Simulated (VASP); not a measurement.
As2Se:

```
CELL_PARAMETERS angstrom
-3.52942 3.52942 2.65357
3.52942 -3.52942 2.65357
3.52942 3.52942 -2.65357
ATOMIC_POSITIONS crystal
As 0.87500 0.12500 0.75000
As 0.37500 0.12500 0.25000
As 0.87500 0.62500 0.75000
As 0.87500 0.12500 0.25000
Se 0.50000 0.50000 0.00000
Se 0.25000 0.75000 0.50000
```

* Program: VASP 6.6.1
* Task: relaxation of cell and atoms
* Functional: r2SCAN
* Potentials or basis: VASP PAW PBE potentials, release 64 (As, Se)
* Cutoff: 600 eV
* k mesh: 8 × 8 × 8
* Occupations: gaussian, width 0.1 eV
* Spin: no spin polarisation

At the start: pressure -1.7 GPa; volume 22.04 Å³/atom.

Where does the relaxation end?

Over 6 steps the energy falls by 3.0 meV/atom and the volume is 21.57 Å³/atom (-2.1 %); space group I4_1/amd (No. 141, to 0.1 Å) before and after.

Step by step:
| step | energy change (eV) | largest force (eV/Å) | pressure (GPa) | volume (Å³) |
| --- | --- | --- | --- | --- |
| 1 | 0.0000 | 0.0000 | -1.73 | 132.22 |
| 2 | -0.0128 | 0.0000 | 1.06 | 127.71 |
| 3 | -0.0181 | 0.0000 | 0.04 | 129.26 |
| 4 | -0.0181 | 0.0000 | 0.01 | 129.32 |
| 5 | -0.0182 | 0.0000 | -0.01 | 129.38 |
| 6 | -0.0183 | 0.0000 | -0.03 | 129.44 |

Final structure:
```yaml
crystal:
  lattice:
    - [-3.51356, 3.51356, 2.62137]
    - [3.51356, -3.51356, 2.62137]
    - [3.51356, 3.51356, -2.62137]
  atoms:
    - { symbol: As, position: [0.87500, 0.12500, 0.75000] }
    - { symbol: As, position: [0.37500, 0.12500, 0.25000] }
    - { symbol: As, position: [0.87500, 0.62500, 0.75000] }
    - { symbol: As, position: [0.87500, 0.12500, 0.25000] }
    - { symbol: Se, position: [0.50000, 0.50000, 0.00000] }
    - { symbol: Se, position: [0.25000, 0.75000, 0.50000] }
```

Caveat: the PAW data sets were made with another functional, which shifts forces and pressure a little.
